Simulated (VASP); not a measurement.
# V (Im-3m) in VASP: further runs

Runs on V. Level: PBEsol. Tasks: single point.

Everything below comes from runs of VASP 6.6.1. Logs are shortened: lines on timing, memory, paths and dates and some standing lists are left out, and cuts for length are marked.

## Step 1: The cell of the first run

It takes space group Im-3m (No. 229, cubic). The conventional cell has a = 2.950 Å, b = 2.950 Å, c = 2.950 Å, α = 90.00°, β = 90.00°, γ = 90.00°. V (site symmetry m-3m) has 14 V at 2.55 to 2.95 Å within 3.4 Å.

## Step 2: Single point, PBEsol

INCAR

```
SYSTEM = V
PREC = Accurate
ENCUT = 500
EDIFF = 1E-6
ISMEAR = 0
SIGMA = 0.1
LREAL = .FALSE.
LASPH = .TRUE.
NELM = 120
ALGO = Normal
ISIF = 2
LWAVE = .FALSE.
LCHARG = .FALSE.
GGA = PS
NBANDS = 12
GGA_COMPAT = .FALSE.
```

KPOINTS

```
regular mesh
0
G
  8 8 8
  0 0 0
```

POSCAR

```
V
1.0
   -1.4750000000      1.4750000000      1.4750000000
    1.4750000000     -1.4750000000      1.4750000000
    1.4750000000      1.4750000000     -1.4750000000
V
1
Direct
    0.0000000000      0.0000000000      0.0000000000
```

Potentials or basis: VASP PAW PBE potentials, release 64 (V_sv).

On the command line:

```bash
$ cat potpaw_PBE.64/V_sv/POTCAR > POTCAR
$ mpirun -np 1 vasp_std > vasp.out
```

OUTCAR:

```text
SYSTEM = V
   PREC = Accurate
   ENCUT = 500
   EDIFF = 1E-6
   ISMEAR = 0
   LREAL = .FALSE.
   LASPH = .TRUE.
   NELM = 120
   ISIF = 2
   GGA = PS

 ion  position               nearest neighbor table
   1  0.000  0.000  0.000-

  LATTYP: Found a body centered cubic cell.
 ALAT       =     2.9500000000

  Lattice vectors:

 A1 = (  -1.4750000000,   1.4750000000,   1.4750000000)
 A2 = (   1.4750000000,  -1.4750000000,   1.4750000000)
 A3 = (   1.4750000000,   1.4750000000,  -1.4750000000)

Analysis of symmetry for initial positions (statically):
=====================================================================
 Subroutine PRICEL returns:
 Original cell was already a primitive cell.

 Routine SETGRP: Setting up the symmetry group for a
 body centered cubic supercell.

 Subroutine GETGRP returns: Found 48 space group operations
 (whereof 48 operations were pure point group operations)
 out of a pool of 48 trial point group operations.

The static configuration has the point symmetry O_h .

Analysis of symmetry for dynamics (positions and initial velocities):
=====================================================================
 Subroutine PRICEL returns:
 Original cell was already a primitive cell.

 Routine SETGRP: Setting up the symmetry group for a
 body centered cubic supercell.

 Subroutine GETGRP returns: Found 48 space group operations
 (whereof 48 operations were pure point group operations)
 out of a pool of 48 trial point group operations.

The dynamic configuration has the point symmetry O_h .

 Subroutine INISYM returns: Found 48 space group operations
 (whereof 48 operations are pure point group operations),
 and found     1 'primitive' translations

----------------------------------------------------------------------------------------

                                     Primitive cell

  volume of cell :      12.8362

  direct lattice vectors                    reciprocal lattice vectors
    -1.475000000  1.475000000  1.475000000     0.000000000  0.338983051  0.338983051
     1.475000000 -1.475000000  1.475000000     0.338983051  0.000000000  0.338983051
     1.475000000  1.475000000 -1.475000000     0.338983051  0.338983051  0.000000000

  length of vectors
     2.554774941  2.554774941  2.554774941     0.479394428  0.479394428  0.479394428

  position of ions in fractional coordinates (direct lattice)
     0.000000000  0.000000000  0.000000000

  ion indices of the primitive-cell ions
   primitive index   ion index
                 1           1

----------------------------------------------------------------------------------------

 KPOINTS: regular mesh

Automatic generation of k-mesh.
 Grid dimensions read from file:
 generate k-points for:    8    8    8

 Generating k-lattice:

  Cartesian coordinates                     Fractional coordinates (reciprocal lattice)
     0.000000000  0.042372881  0.042372881     0.125000000  0.000000000  0.000000000
     0.042372881  0.000000000  0.042372881     0.000000000  0.125000000  0.000000000
     0.042372881  0.042372881  0.000000000     0.000000000  0.000000000  0.125000000

  Length of vectors
     0.059924303  0.059924303  0.059924303

  Shift w.r.t. Gamma in fractional coordinates (k-lattice)
     0.000000000  0.000000000  0.000000000

 Subroutine IBZKPT returns following result:
 ===========================================

 Found     29 irreducible k-points:

 Following reciprocal coordinates:
            Coordinates               Weight
  0.000000  0.000000  0.000000      1.000000
  0.125000  0.000000  0.000000     12.000000
  0.250000  0.000000  0.000000     12.000000
  0.375000  0.000000  0.000000     12.000000
  0.500000  0.000000  0.000000      6.000000
  0.125000  0.125000  0.000000     24.000000
[... 16 lines left out ...]
 -0.250000  0.250000  0.250000      6.000000
 -0.375000  0.375000  0.250000     24.000000
 [... further k-points ...]
   k-points           NKPTS =     29   k-points in BZ     NKDIM =     29   number of bands    NBANDS=     12
   number of dos      NEDOS =    301   number of ions     NIONS =      1
   total plane-waves  NPLWV =   8000
   dimension x,y,z NGX =    20 NGY =   20 NGZ =   20
   dimension x,y,z NGXF=    40 NGYF=   40 NGZF=   40
   ions per type =               1
   NGX,Y,Z   is equivalent  to a cutoff of  13.01, 13.01, 13.01 a.u.
   NGXF,Y,Z  is equivalent  to a cutoff of  26.03, 26.03, 26.03 a.u.
 SYSTEM =  V
   PREC   = accura    normal or accurate (medium, high low for compatibility)
   ISTART =      0    job   : 0-new  1-cont  2-samecut
   ICHARG =      2    charge: 1-file 2-atom 10-const
   ISPIN  =      1    spin polarized calculation?
   LNONCOLLINEAR =      F non collinear calculations
   LSORBIT =      F    spin-orbit coupling
   LASPH  =      T    aspherical Exc in radial PAW
   ENCUT  =  500.0 eV  36.75 Ry    6.06 a.u.   4.66  4.66  4.66*2*pi/ulx,y,z
   NELM   =    120;   NELMIN=  2; NELMDL= -5     # of ELM steps
   EDIFF  = 0.1E-05   stopping-criterion for ELM
   LREAL  =      F    real-space projection
[... 7 lines left out ...]
   TEBEG  =    0.0;   TEEND  =   0.0 temperature during run
   PSTRESS=    0.0 pullay stress
   NELECT =      13.0000    total number of electrons
   NUPDOWN=      -1.0000    fix difference up-down
   EMIN   =  10.00;   EMAX   =-10.00  energy-range for DOS
   EFERMI =   0.00;   METHOD = LEGACY
   ISMEAR =     0;   SIGMA  =   0.10  broadening in eV -4-tet -1-fermi 0-gaus
   EFERMI_NEDOS =   21; number of points for ismear=-14 and -15
   IALGO  =     38    algorithm
   IMIX   =      4    mixing-type and parameters
     AMIX     =   0.40;   BMIX     =  1.00
     AMIX_MAG =   1.60;   BMIX_MAG =  1.00
  volume/ion in A,a.u.               =      12.84        86.62
  Fermi-wavevector in a.u.,A,eV,Ry     =   1.644033  3.106772 36.774443  2.702845
  Thomas-Fermi vector in A             =   2.734067
   LORBIT       =      0    0 simple, 1 ext, 2 COOP (PROOUT), +10 PAW based schemes
   GGA     = PS    functional components
   LHFCALC =     F    Hartree Fock is set to
   AEXX    =    0.0000 exact exchange contribution
   IVDW    =     0    specifies the selected vdW correction
   LEPSILON=     F    determine dielectric tensor
   LRPA    =     F    only Hartree local field effects (RPA)
 non-spin polarized calculation
 Gauss-broadening in eV      SIGMA  =   0.10
  energy-cutoff  :      500.00
  volume of cell :       12.84
 maximum number of plane-waves:       337
   NGX =  9   NGY =  9   NGZ =  9

 number of electron      13.0000006 magnetization

 Free energy of the ion-electron system (eV)
  ---------------------------------------------------
  ext. energy  EPLUGINS =         0.00000000
  ---------------------------------------------------
  free energy    TOTEN  =        -9.65680193 eV

  energy without entropy =       -9.64899238  energy(sigma->0) =       -9.65289716

 E-fermi :  10.1818     XC(G=0): -13.3200

 val. band max:       10.1627900533   @ k =   0.2500   0.0000   0.0000
 cond. band min:      10.1869346311   @ k =  -0.2500   0.2500   0.1250
 fundamental gap:      0.0241445778
 Fermi energy:        10.1818008792

 k-point     1 :       0.0000    0.0000    0.0000
  band No.  band energies     occupation
      1     -53.2091      2.00000
      2     -26.5266      2.00000
      3     -26.5266      2.00000
      4     -26.5266      2.00000
      5       3.4752      2.00000
      6      10.6208      0.00000
      7      10.6208      0.00000
      8      10.6208      0.00000
      9      12.7525      0.00000
     10      12.7525      0.00000
     11      31.0331      0.00000
     12      31.0331      0.00000

 k-point     2 :       0.1250    0.0000    0.0000
  band No.  band energies     occupation
      1     -53.1739      2.00000
      2     -26.6890      2.00000
      3     -26.5756      2.00000
      4     -26.5279      2.00000
      5       4.1187      2.00000
      6      10.3452      0.02083
      7      10.5290      0.00000
      8      11.0951      0.00000
      9      12.4872      0.00000
     10      12.7743      0.00000
     11      30.0343      0.00000
     12      30.8351      0.00000

 k-point     3 :       0.2500    0.0000    0.0000
  band No.  band energies     occupation
      1     -53.0882      2.00000
      2     -27.0708      2.00000
      3     -26.6927      2.00000
      4     -26.5313      2.00000
      5       5.6896      2.00000
      6       9.7322      2.00000
      7      10.1628      1.21196
      8      12.3600      0.00000
      9      12.4089      0.00000
     10      12.8749      0.00000
     11      26.9358      0.00000
     12      29.1957      0.00000

 k-point     4 :       0.3750    0.0000    0.0000
  band No.  band energies     occupation
      1     -53.0013      2.00000
      2     -27.4395      2.00000
      3     -26.8076      2.00000
      4     -26.5348      2.00000
      5       6.7633      2.00000
      6       9.1790      2.00000
      7      10.7970      0.00000
      8      12.6934      0.00000
      9      13.0512      0.00000
     10      13.8740      0.00000
     11      23.0445      0.00000
     12      27.2150      0.00000

 k-point     5 :       0.5000    0.0000    0.0000
  band No.  band energies     occupation
      1     -52.9649      2.00000
      2     -27.5888      2.00000
      3     -26.8548      2.00000
      4     -26.5362      2.00000
      5       6.8308      2.00000
      6       8.9644      2.00000
      7      12.0021      0.00000
      8      12.7710      0.00000
      9      13.1502      0.00000
     10      14.6167      0.00000
     11      20.9870      0.00000
     12      26.4152      0.00000

 k-point     6 :       0.1250    0.1250    0.0000
  band No.  band energies     occupation
      1     -53.1134      2.00000
      2     -26.9495      2.00000
      3     -26.6349      2.00000
      4     -26.5656      2.00000
      5       5.2629      2.00000
      6      10.0195      1.97831
      7      10.0577      1.92063
      8      12.0712      0.00000
      9      12.2135      0.00000
     10      12.9445      0.00000
     11      28.4507      0.00000
     12      29.3724      0.00000

 k-point     7 :       0.2500    0.1250    0.0000
  band No.  band energies     occupation
      1     -53.0269      2.00000
      2     -27.2817      2.00000
      3     -26.7791      2.00000
      4     -26.5833      2.00000
      5       6.8115      2.00000
      6       9.3985      2.00000
      7       9.8245      2.00000
      8      12.3484      0.00000
      9      13.1315      0.00000
     10      13.7291      0.00000
     11      25.0695      0.00000
     12      27.2215      0.00000

 k-point     8 :       0.3750    0.1250    0.0000
  band No.  band energies     occupation
      1     -52.9651      2.00000
      2     -27.5046      2.00000
      3     -26.8925      2.00000
      4     -26.5894      2.00000
      5       7.2312      2.00000
      6       9.0628      2.00000
      7      10.6808      0.00000
      8      12.6679      0.00000
      9      13.3750      0.00000
     10      15.3478      0.00000
     11      21.5655      0.00000
     12      25.9382      0.00000
[... 166 lines left out ...]
 k-point    20 :      -0.3750    0.5000    0.1250
  band No.  band energies     occupation
      1     -52.9239      2.00000
      2     -27.4258      2.00000
      3     -27.0405      2.00000
      4     -26.7152      2.00000
      5       7.9236      2.00000
      6       9.0845      2.00000
      7       9.8905      1.99996
      8      12.1979      0.00000
      9      13.7855      0.00000
     10      16.5879      0.00000
     11      21.7749      0.00000
     12      24.4931      0.00000

 k-point    21 :      -0.3750   -0.3750    0.1250
  band No.  band energies     occupation
      1     -52.9024      2.00000
      2     -27.2846      2.00000
      3     -27.2846      2.00000
      4     -26.7244      2.00000
      5       8.6721      2.00000
      6       8.6721      2.00000
      7       9.3221      2.00000
      8      13.1498      0.00000
      9      13.1498      0.00000
     10      19.9288      0.00000
     11      19.9288      0.00000
     12      21.8300      0.00000

 k-point    22 :       0.2500    0.2500    0.2500
  band No.  band energies     occupation
      1     -52.9452      2.00000
      2     -27.0551      2.00000
      3     -27.0551      2.00000
      4     -27.0551      2.00000
      5       9.0272      2.00000
      6       9.0272      2.00000
      7       9.0272      2.00000
      8      13.2202      0.00000
      9      13.2202      0.00000
     10      21.1155      0.00000
     11      21.1155      0.00000
     12      21.1155      0.00000

 k-point    23 :      -0.2500    0.2500    0.2500
  band No.  band energies     occupation
      1     -52.9861      2.00000
      2     -27.0934      2.00000
      3     -26.8751      2.00000
      4     -26.8751      2.00000
      5       7.2487      2.00000
      6       9.5283      2.00000
      7      11.0896      0.00000
      8      11.0896      0.00000
      9      12.2847      0.00000
     10      14.0589      0.00000
     11      28.0948      0.00000
     12      28.5657      0.00000

 k-point    24 :      -0.3750    0.3750    0.2500
  band No.  band energies     occupation
      1     -52.9130      2.00000
      2     -27.3087      2.00000
      3     -27.0014      2.00000
      4     -26.9083      2.00000
      5       7.8695      2.00000
      6       8.5745      2.00000
      7      11.1024      0.00000
      8      11.7349      0.00000
      9      13.5752      0.00000
     10      15.5289      0.00000
     11      23.9665      0.00000
     12      26.2655      0.00000

 [... further k-points ...]
[... 5 lines left out ...]
  --------------------------------------------------------------------------------------
  -------------------------------------------------------------------------------------
  Total        0.0346811      0.0346811      0.0346811      0.0000000     -0.0000000      0.0000000
  in kB        4.3288047      4.3288047      4.3288047      0.0000000     -0.0000000      0.0000000
  external PRESSURE =       4.3288047 kB  Pullay stress =       0.0000000 kB

 VOLUME and BASIS-vectors are now :
 -----------------------------------------------------------------------------
  energy-cutoff  :      500.00
  volume of cell :       12.84
      direct lattice vectors                 reciprocal lattice vectors
    -1.475000000  1.475000000  1.475000000     0.000000000  0.338983051  0.338983051
     1.475000000 -1.475000000  1.475000000     0.338983051  0.000000000  0.338983051
     1.475000000  1.475000000 -1.475000000     0.338983051  0.338983051  0.000000000

 POSITION                                       TOTAL-FORCE (eV/Angst)
 -----------------------------------------------------------------------------------
      0.00000      0.00000      0.00000        -0.000000      0.000000     -0.000000
 -----------------------------------------------------------------------------------
    total drift:                                0.000000     -0.000000      0.000000

  FREE ENERGIE OF THE ION-ELECTRON SYSTEM (eV)
  ---------------------------------------------------
  free  energy   TOTEN  =        -9.6568019309 eV

  energy  without entropy=       -9.6489923803  energy(sigma->0) =       -9.65289716
```

It took 12 s on 1 thread of Intel Xeon 8259CL, shared host; peak memory 0.12 GiB.

Results:

```yaml
Free_energy: -9.6568 eV
Pressure: 0.4 GPa
```

Caveat: the k points lie up to 0.38 Å⁻¹ apart; the PAW data sets were made with another functional, which shifts forces and pressure a little.

## Step 3: Single point, PBEsol

This run uses another cell than the first one, of 12.96 Å³/atom, 1.009 times its volume.

INCAR

```
SYSTEM = V
ALGO = Normal ; EDIFF = 1E-6
ENCUT = 500 ; GGA = PS
GGA_COMPAT = .False. ; ISIF = 2
ISMEAR = 0 ; LASPH = .True.
LCHARG = .False. ; LREAL = .False.
LWAVE = .False. ; NBANDS = 12
NELM = 120 ; PREC = Accurate
SIGMA = 0.1
```

KPOINTS

```
k-points
0
Gamma
  20 20 20
  0 0 0
```

POSCAR

```
V
1.0
   -1.4795875761      1.4795875761      1.4795875761
    1.4795875761     -1.4795875761      1.4795875761
    1.4795875761      1.4795875761     -1.4795875761
V
1
Direct
    0.0000000000      0.0000000000      0.0000000000
```

Potentials or basis: VASP PAW PBE potentials, release 64 (V_sv).

On the command line:

```bash
$ cat potpaw_PBE.64/V_sv/POTCAR > POTCAR
$ mpirun -np 1 vasp_std > vasp.out
```

Wall time 60 s (1 thread of Intel Xeon 8259CL, shared host); peak memory 0.15 GiB.

It converged, with:

| Quantity | Value |
| --- | --- |
| Free energy | -9.6391 eV |
| Pressure | 0.0 GPa |

Levels at points of the mesh, in eV from the Fermi level:
```csv
k point,band 5,band 6,band 7,band 8,band 9,band 10
"(0.00, 0.00, 0.00)",-6.67,0.42,0.42,0.42,2.53,2.53
"(0.50, 0.00, 0.00)",-3.32,-1.21,1.80,2.54,2.92,4.36
"(0.50, 0.50, 0.50)",-3.19,-3.19,3.94,3.94,3.94,10.55
```

Caveat: the PAW data sets were made with another functional, which shifts forces and pressure a little.
